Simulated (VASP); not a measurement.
# ZnCu in VASP: settings compared

ZnCu is run at these levels: HSE06+U, r2SCAN; tasks: electric field gradients.

Everything below comes from runs of VASP 6.6.1. Logs are shortened: lines on timing, memory, paths and dates and some standing lists are left out, and cuts for length are marked.

### 1 The cell of the first run

It takes space group Pm-3m (No. 221, cubic). The conventional cell has a = 2.921 Å, b = 2.921 Å, c = 2.921 Å, α = 90.00°, β = 90.00°, γ = 90.00°. Within 3.3 Å of Zn (site symmetry m-3m) lie 8 Cu at 2.53 Å and 6 Zn at 2.92 Å. Cu (site symmetry m-3m) has 8 Zn at 2.53 Å and 6 Cu at 2.92 Å within 3.3 Å.

### 2 Electric field gradients, HSE06+U

Input file POSCAR:

```
ZnCu
1.0
    2.9205539200      0.0000000000      0.0000000000
    0.0000000000      2.9205539200      0.0000000000
    0.0000000000      0.0000000000      2.9205539200
Zn Cu
1 1
Direct
    0.5000000000      0.5000000000      0.5000000000
    0.0000000000      0.0000000000      0.0000000000
```

Input file INCAR.step1:

```
  PREC = Accurate
  ENCUT = 520
  ISMEAR = -1
  SIGMA = 0.05
  LREAL = F
  LASPH = T
  NELM = 150
  ALGO = Normal
  ISIF = 2
  LWAVE = T
  LCHARG = F
  LMAXMIX = 4
  LDAU = T
  LDAUTYPE = 2
  LDAUL = -1 2
  LDAUU = 0 4
  LDAUJ = 0 0
  LDAUPRINT = 1
  GGA = PE
  EDIFF = 1E-5
  NBANDS = 18
```

Input file INCAR.step2:

```
  PREC = Accurate
  ENCUT = 520
  EDIFF = 1E-8
  ISMEAR = -1
  SIGMA = 0.05
  LREAL = F
  LASPH = T
  NELM = 150
  ALGO = Normal
  ISIF = 2
  LWAVE = F
  LCHARG = F
  LMAXMIX = 4
  LDAU = T
  LDAUTYPE = 2
  LDAUL = -1 2
  LDAUU = 0 4
  LDAUJ = 0 0
  LDAUPRINT = 1
  GGA = PE
  LHFCALC = T
  HFSCREEN = 0.2079
  PRECFOCK = Normal
  LEFG = T
  ISTART = 1
  NBANDS = 18
```

Input file KPOINTS:

```
regular mesh
0
Gamma
  4 4 4
```

Potentials or basis: VASP PAW PBE potentials, release 64 (Zn, Cu).

Run with:

```
cat potpaw_PBE.64/Zn/POTCAR potpaw_PBE.64/Cu/POTCAR > POTCAR
cp INCAR.step1 INCAR
mpirun -np 1 vasp_std > vasp.out
cp INCAR.step2 INCAR
mpirun -np 1 vasp_std > vasp.out
```

OUTCAR:

```text
PREC = Accurate
   ENCUT = 520
   EDIFF = 1E-8
   ISMEAR = -1
   LREAL = F
   LASPH = T
   NELM = 150
   ISIF = 2
   GGA = PE
   LHFCALC = T
   HFSCREEN = 0.2079
   PRECFOCK = Normal
   ISTART = 1

 ion  position               nearest neighbor table
   1  0.500  0.500  0.500-   2 2.53   2 2.53   2 2.53   2 2.53   2 2.53   2 2.53   2 2.53   2 2.53

   2  0.000  0.000  0.000-   1 2.53   1 2.53   1 2.53   1 2.53   1 2.53   1 2.53   1 2.53   1 2.53

  LATTYP: Found a simple cubic cell.
 ALAT       =     2.9205539200

  Lattice vectors:

 A1 = (   2.9205539200,   0.0000000000,   0.0000000000)
 A2 = (   0.0000000000,   2.9205539200,   0.0000000000)
 A3 = (   0.0000000000,   0.0000000000,   2.9205539200)

Analysis of symmetry for initial positions (statically):
=====================================================================
 Subroutine PRICEL returns:
 Original cell was already a primitive cell.

 Routine SETGRP: Setting up the symmetry group for a
 simple cubic supercell.

 Subroutine GETGRP returns: Found 48 space group operations
 (whereof 48 operations were pure point group operations)
 out of a pool of 48 trial point group operations.

The static configuration has the point symmetry O_h .

Analysis of symmetry for dynamics (positions and initial velocities):
=====================================================================
 Subroutine PRICEL returns:
 Original cell was already a primitive cell.

 Routine SETGRP: Setting up the symmetry group for a
 simple cubic supercell.

 Subroutine GETGRP returns: Found 48 space group operations
 (whereof 48 operations were pure point group operations)
 out of a pool of 48 trial point group operations.

The dynamic configuration has the point symmetry O_h .

 Subroutine INISYM returns: Found 48 space group operations
 (whereof 48 operations are pure point group operations),
 and found     1 'primitive' translations

----------------------------------------------------------------------------------------

                                     Primitive cell

  volume of cell :      24.9113

  direct lattice vectors                    reciprocal lattice vectors
     2.920553920  0.000000000  0.000000000     0.342400800  0.000000000  0.000000000
     0.000000000  2.920553920  0.000000000     0.000000000  0.342400800  0.000000000
     0.000000000  0.000000000  2.920553920     0.000000000  0.000000000  0.342400800

  length of vectors
     2.920553920  2.920553920  2.920553920     0.342400800  0.342400800  0.342400800

  position of ions in fractional coordinates (direct lattice)
     0.500000000  0.500000000  0.500000000
     0.000000000  0.000000000  0.000000000

  ion indices of the primitive-cell ions
   primitive index   ion index
                 1           1
                 2           2

----------------------------------------------------------------------------------------

 KPOINTS: regular mesh

Automatic generation of k-mesh.
 Grid dimensions read from file:
 generate k-points for:    4    4    4

 Generating k-lattice:

  Cartesian coordinates                     Fractional coordinates (reciprocal lattice)
[... 72 lines left out ...]
   U (eV)           for each species LDAUU =   0.0  4.0
   J (eV)           for each species LDAUJ =   0.0  0.0
   GGA     = PE    functional components
   LHFCALC =     T    Hartree Fock is set to
   PRECFOCK=normal    Normal, Fast or Accurate (Low or Medium for compatibility)
   ENCUT4O =  -1.0   cutoff for four orbital integrals eV
   NKREDX  =     1    reduce k-point grid by
   NKREDY  =     1    reduce k-point grid by
   NKREDZ  =     1    reduce k-point grid by
   AEXX    =    0.2500 exact exchange contribution
   HFSCREEN=    0.2079 screening length (either q_TF or 0.3 A-1)
   HFSCREENC=   0.2079 screening length for correlation (either q_TF or 0.3 A-1)
   ENCUTFOCK=  -1.0 apply spherical cutoff to Coloumb kernel
   IVDW    =     0    specifies the selected vdW correction
   LEPSILON=     F    determine dielectric tensor
   LRPA    =     F    only Hartree local field effects (RPA)
 non-spin polarized calculation
  energy-cutoff  :      520.00
  volume of cell :       24.91
 maximum number of plane-waves:       691
 NGX is ok and might be reduce to    24
  NGX = 18; NGY = 18; NGZ = 18

atom =   2  type =  2  l = 2

 onsite density matrix

spin component  1

  0.9396 -0.0000 -0.0000 -0.0000  0.0000
 -0.0000  0.9396 -0.0000 -0.0000 -0.0000
 -0.0000 -0.0000  0.9453  0.0000 -0.0000
 -0.0000 -0.0000  0.0000  0.9396 -0.0000
  0.0000 -0.0000 -0.0000 -0.0000  0.9453

spin component  2

  0.9396 -0.0000 -0.0000 -0.0000  0.0000
 -0.0000  0.9396 -0.0000 -0.0000 -0.0000
 -0.0000 -0.0000  0.9453  0.0000 -0.0000
 -0.0000 -0.0000  0.0000  0.9396 -0.0000
  0.0000 -0.0000 -0.0000 -0.0000  0.9453

 occupancies and eigenvectors

  o =  0.9396  v =  0.5408  0.1308 -0.0000  0.8309 -0.0000  0.0000  0.0000  0.0000  0.0000  0.0000      0.0000  0.0000  0.0000  0.0000  0.0000  0.0000  0.0000  0.0000  0.0000  0.0000
  o =  0.9396  v =  0.0000  0.0000  0.0000  0.0000  0.0000  0.5408  0.1308 -0.0000  0.8309 -0.0000      0.0000  0.0000  0.0000  0.0000  0.0000  0.0000  0.0000  0.0000  0.0000  0.0000
  o =  0.9396  v =  0.0000  0.0000  0.0000  0.0000  0.0000 -0.8353 -0.0324 -0.0000  0.5488  0.0000      0.0000  0.0000  0.0000  0.0000  0.0000  0.0000  0.0000  0.0000  0.0000  0.0000
  o =  0.9396  v = -0.8353 -0.0324 -0.0000  0.5488  0.0000  0.0000  0.0000  0.0000  0.0000  0.0000      0.0000  0.0000  0.0000  0.0000  0.0000  0.0000  0.0000  0.0000  0.0000  0.0000
  o =  0.9396  v = -0.0987  0.9909  0.0000 -0.0917  0.0000  0.0000  0.0000  0.0000  0.0000  0.0000      0.0000  0.0000  0.0000  0.0000  0.0000  0.0000  0.0000  0.0000  0.0000  0.0000
  o =  0.9396  v =  0.0000  0.0000  0.0000  0.0000  0.0000 -0.0987  0.9909  0.0000 -0.0917  0.0000      0.0000  0.0000  0.0000  0.0000  0.0000  0.0000  0.0000  0.0000  0.0000  0.0000
  o =  0.9453  v =  0.0000 -0.0000  0.0401 -0.0000  0.9992  0.0000  0.0000  0.0000  0.0000  0.0000      0.0000  0.0000  0.0000  0.0000  0.0000  0.0000  0.0000  0.0000  0.0000  0.0000
  o =  0.9453  v =  0.0000  0.0000  0.0000  0.0000  0.0000  0.0000 -0.0000  0.0401 -0.0000  0.9992      0.0000  0.0000  0.0000  0.0000  0.0000  0.0000  0.0000  0.0000  0.0000  0.0000
  o =  0.9453  v =  0.0000  0.0000  0.0000  0.0000  0.0000 -0.0000 -0.0000  0.9992  0.0000 -0.0401      0.0000  0.0000  0.0000  0.0000  0.0000  0.0000  0.0000  0.0000  0.0000  0.0000
  o =  0.9453  v = -0.0000 -0.0000  0.9992  0.0000 -0.0401  0.0000  0.0000  0.0000  0.0000  0.0000      0.0000  0.0000  0.0000  0.0000  0.0000  0.0000  0.0000  0.0000  0.0000  0.0000

 number of electron      22.9999986 magnetization

 Free energy of the ion-electron system (eV)
  ---------------------------------------------------
  ext. energy  EPLUGINS =         0.00000000
  ---------------------------------------------------
  free energy    TOTEN  =        -4.03577956 eV

  energy without entropy =       -4.02523578  energy(sigma->0) =       -4.03050767

 E-fermi :   5.7914     XC(G=0): -10.1576

 val. band max:        5.7364968051   @ k =   0.5000   0.5000   0.2500
 cond. band min:       6.8040643121   @ k =   0.2500   0.0000   0.0000
 fundamental gap:      1.0675675069
 Fermi energy:         5.7914264397

 k-point     1 :       0.0000    0.0000    0.0000
  band No.  band energies     occupation
      1      -6.1058      2.00000
      2      -4.7366      2.00000
      3      -4.7366      2.00000
      4      -3.9748      2.00000
      5      -3.9748      2.00000
      6      -3.9748      2.00000
[... 187 lines left out ...]
      5      -3.6544      2.00000
      6      -1.1366      2.00000
[... 10 lines left out ...]
     17      10.5700      0.00000
     18      13.4922      0.00000

------------------------ aborting loop because EDIFF is reached ----------------------------------------

  FORCE on cell =-STRESS in cart. coord.  units (eV):
  Direction    XX          YY          ZZ          XY          YZ          ZX
  --------------------------------------------------------------------------------------
  -------------------------------------------------------------------------------------
  Total        0.6274440      0.6274440      0.6274440     -0.0000000     -0.0000000      0.0000000
  in kB       40.3543023     40.3543023     40.3543023     -0.0000000     -0.0000000      0.0000000
  external PRESSURE =      40.3543023 kB  Pullay stress =       0.0000000 kB

 VOLUME and BASIS-vectors are now :
 -----------------------------------------------------------------------------
  energy-cutoff  :      520.00
  volume of cell :       24.91
      direct lattice vectors                 reciprocal lattice vectors
     2.920553920  0.000000000  0.000000000     0.342400800  0.000000000  0.000000000
     0.000000000  2.920553920  0.000000000     0.000000000  0.342400800  0.000000000
     0.000000000  0.000000000  2.920553920     0.000000000  0.000000000  0.342400800

 POSITION                                       TOTAL-FORCE (eV/Angst)
 -----------------------------------------------------------------------------------
      1.46028      1.46028      1.46028         0.000000      0.000000      0.000000
      0.00000      0.00000      0.00000         0.000000      0.000000      0.000000
 -----------------------------------------------------------------------------------
    total drift:                               -0.000001     -0.000001     -0.000001

  FREE ENERGIE OF THE ION-ELECTRON SYSTEM (eV)
  ---------------------------------------------------
  free  energy   TOTEN  =        -4.0357795615 eV

  energy  without entropy=       -4.0252357772  energy(sigma->0) =       -4.03050767

 Electric field gradients (V/A^2)
---------------------------------------------------------------------
 ion       V_xx      V_yy      V_zz      V_xy      V_xz      V_yz
---------------------------------------------------------------------
   1      -0.000    -0.000     0.000    -0.000    -0.000    -0.000
   2       0.000     0.000    -0.000    -0.000    -0.000    -0.000
---------------------------------------------------------------------

 Electric field gradients after diagonalization (V/A^2)
 (convention: |V_zz| > |V_xx| > |V_yy|)
----------------------------------------------------------------------
 ion       V_xx      V_yy      V_zz     asymmetry (V_yy - V_xx)/ V_zz
----------------------------------------------------------------------
   1      -0.000    -0.000     0.000       0.202
   2       0.000     0.000    -0.000       0.145
----------------------------------------------------------------------

           NMR quadrupolar parameters

 Cq : quadrupolar parameter    Cq=e*Q*V_zz/h
 eta: asymmetry parameters     (V_yy - V_xx)/ V_zz
 Q  : nuclear electric quadrupole moment in mb (millibarn)
----------------------------------------------------------------------
 ion       Cq(MHz)       eta       Q (mb)
----------------------------------------------------------------------
   1       0.000       0.202       1.000
   2      -0.000       0.145       1.000
----------------------------------------------------------------------
```

Run time: 7.8 min. Hardware: 1 thread of AMD EPYC 9R45 (Zen 5), shared host; peak memory 0.22 GiB.

What came out:

```
Free energy                             : -4.0358 eV
Pressure                                : 4.0 GPa
Band gap on the k mesh                  : zero (an odd number of electrons rules out a gap without spin polarisation)
Largest electric field gradient by atom : under 0.05 V/Å² on every atom
```

Eigenvalues of the final occupation matrices:
```
    site  spin  trace               eigenvalues
site 2 d     1   4.71  0.94 0.94 0.94 0.95 0.95
site 2 d     2   4.71  0.94 0.94 0.94 0.95 0.95
```

Caveat: the k points lie up to 0.54 Å⁻¹ apart, too coarse for converged energies and pressures of a metal; the PAW data sets were made with another functional, which shifts forces and pressure a little; U without spin polarisation on a metal has little footing; the U is typed as a test and isn't derived for this compound.

### 3 Electric field gradients, r2SCAN (z stretched by +1.5 % at fixed volume)

Input file POSCAR:

```
ZnCu
1.0
    2.8988931470      0.0000000000      0.0000000000
    0.0000000000      2.8988931470      0.0000000000
    0.0000000000      0.0000000000      2.9643622288
Zn Cu
1 1
Direct
    0.5000000000      0.5000000000      0.5000000000
    0.0000000000      0.0000000000      0.0000000000
```

Input file INCAR.step1:

```
PREC     = Accurate       # precision mode
ENCUT    = 520            # plane-wave cutoff, eV
ISMEAR   = -1             # smearing method
SIGMA    = 0.05           # smearing width, eV
LREAL    = F              # projectors in reciprocal space
LASPH    = T              # aspherical terms in the spheres
NELM     = 80             # most SCF steps
NBANDS   = 18             # bands
GGA      = PE             # functional
ALGO     = Normal         # electronic algorithm
EDIFF    = 1E-4           # SCF threshold, eV
LWAVE    = T              # write WAVECAR
LCHARG   = F              # write CHGCAR
```

Input file INCAR.step2:

```
PREC     = Accurate       # precision mode
ENCUT    = 520            # plane-wave cutoff, eV
EDIFF    = 1E-8           # SCF threshold, eV
ISMEAR   = -1             # smearing method
SIGMA    = 0.05           # smearing width, eV
LREAL    = F              # projectors in reciprocal space
LASPH    = T              # aspherical terms in the spheres
NELM     = 80             # most SCF steps
ALGO     = Normal         # electronic algorithm
ISIF     = 2              # what is computed and relaxed
LWAVE    = F              # write WAVECAR
LCHARG   = F              # write CHGCAR
METAGGA  = R2SCAN         # meta-GGA
LMIXTAU  = T            
LEFG     = T            
NBANDS   = 18             # bands
ISTART   = 1
```

Input file KPOINTS:

```
Automatic mesh
0
Gamma
  12 12 12
```

Potentials or basis: VASP PAW PBE potentials, release 64 (Zn, Cu).

Run with:

```
cat potpaw_PBE.64/Zn/POTCAR potpaw_PBE.64/Cu/POTCAR > POTCAR
cp INCAR.step1 INCAR
mpirun -np 1 vasp_std > vasp.out
cp INCAR.step2 INCAR
mpirun -np 1 vasp_std > vasp.out
```

OUTCAR:

```text
PREC = Accurate
   ENCUT = 520
   EDIFF = 1E-8
   ISMEAR = -1
   LREAL = F
   LASPH = T
   NELM = 80
   ISIF = 2
   METAGGA = R2SCAN
   ISTART = 1

 ion  position               nearest neighbor table
   1  0.500  0.500  0.500-   2 2.53   2 2.53   2 2.53   2 2.53   2 2.53   2 2.53   2 2.53   2 2.53

   2  0.000  0.000  0.000-   1 2.53   1 2.53   1 2.53   1 2.53   1 2.53   1 2.53   1 2.53   1 2.53

  LATTYP: Found a simple tetragonal cell.
 ALAT       =     2.8988931470
 C/A-ratio  =     1.0225841652

  Lattice vectors:

[... 718 lines left out ...]
  ---------------------------------------------------
  free  energy   TOTEN  =       -19.9359876783 eV

  energy  without entropy=      -19.9310154104  energy(sigma->0) =      -19.93350154

 Electric field gradients (V/A^2)
---------------------------------------------------------------------
 ion       V_xx      V_yy      V_zz      V_xy      V_xz      V_yz
---------------------------------------------------------------------
   1      -0.715    -0.715     1.430    -0.000     0.000    -0.000
   2      -1.339    -1.339     2.677    -0.000     0.000     0.000
---------------------------------------------------------------------

 Electric field gradients after diagonalization (V/A^2)
 (convention: |V_zz| > |V_xx| > |V_yy|)
----------------------------------------------------------------------
 ion       V_xx      V_yy      V_zz     asymmetry (V_yy - V_xx)/ V_zz
----------------------------------------------------------------------
   1      -0.715    -0.715     1.430       0.000
   2      -1.339    -1.339     2.677       0.000
----------------------------------------------------------------------

           NMR quadrupolar parameters

 Cq : quadrupolar parameter    Cq=e*Q*V_zz/h
 eta: asymmetry parameters     (V_yy - V_xx)/ V_zz
 Q  : nuclear electric quadrupole moment in mb (millibarn)
----------------------------------------------------------------------
 ion       Cq(MHz)       eta       Q (mb)
----------------------------------------------------------------------
   1       0.003       0.000       1.000
   2       0.006       0.000       1.000
----------------------------------------------------------------------
```

OUTCAR.step1:

```text
PREC = Accurate
   ENCUT = 520
   ISMEAR = -1
   LREAL = F
   LASPH = T
   NELM = 80
[... 725 lines left out ...]
 -----------------------------------------------------------------------------------
      1.44945      1.44945      1.48218         0.000000      0.000000      0.000000
      0.00000      0.00000      0.00000         0.000000      0.000000      0.000000
 -----------------------------------------------------------------------------------
    total drift:                                0.000000      0.000000     -0.000000

  FREE ENERGIE OF THE ION-ELECTRON SYSTEM (eV)
  ---------------------------------------------------
  free  energy   TOTEN  =        -4.9870527055 eV

  energy  without entropy=       -4.9817478364  energy(sigma->0) =       -4.98440027
```

OSZICAR.step1:

```text
N       E                     dE             d eps       ncg     rms          rms(c)
DAV:   1     0.114719258401E+03    0.11472E+03   -0.11386E+04  7640   0.213E+03
DAV:   2    -0.129023302161E+01   -0.11601E+03   -0.11116E+03  7084   0.302E+02
DAV:   3    -0.605493332526E+01   -0.47647E+01   -0.47296E+01  7884   0.757E+01
DAV:   4    -0.609404174326E+01   -0.39108E-01   -0.39096E-01  8136   0.637E+00
DAV:   5    -0.609458247269E+01   -0.54073E-03   -0.54072E-03  7952   0.766E-01    0.975E+00
DAV:   6    -0.591635096520E+01    0.17823E+00   -0.14407E+01  7568   0.919E+01    0.599E+00
DAV:   7    -0.499863815664E+01    0.91771E+00   -0.31787E+00  7648   0.887E+01    0.237E+00
DAV:   8    -0.499590524852E+01    0.27329E-02   -0.12541E-01  9278   0.450E+00    0.127E+00
DAV:   9    -0.498707892687E+01    0.88263E-02   -0.10386E-02  8178   0.229E+00    0.711E-02
DAV:  10    -0.498705270546E+01    0.26221E-04   -0.83925E-04 10180   0.644E-01
   1 F= -.49870527E+01 E0= -.49844003E+01  d E =-.530487E-02
```

Run time: 3.4 min. Hardware: 1 thread of AMD EPYC 9R45 (Zen 5), shared host; peak memory 0.18 GiB.

What came out:

| Item | Value |
| --- | --- |
| Free energy | -19.9360 eV |
| Pressure | 0.6 GPa |
| Band gap on the k mesh | zero (an odd number of electrons rules out a gap without spin polarisation) |
| Largest electric field gradient by atom | Zn +1.4; Cu +2.7 V/Å² |

Stress tensor (GPa, compression positive):
```
0.71 0.00 0.00
0.00 0.71 0.00
0.00 0.00 0.34
```

Electric field gradients, principal values (V/Å²):
```
atom   least  middle  greatest (by size)
1 Zn  -0.715  -0.715               1.430
2 Cu  -1.339  -1.339               2.677
```

Caveat: without QUAD_EFG the Cq values of the log hold for a quadrupole moment of 1 mb, not for the nuclei; the PAW data sets were made with another functional, which shifts forces and pressure a little.

(Continued in part 2 of 2.)

The gap in the log of VASP goes by the Fermi energy; the results here count the filled bands.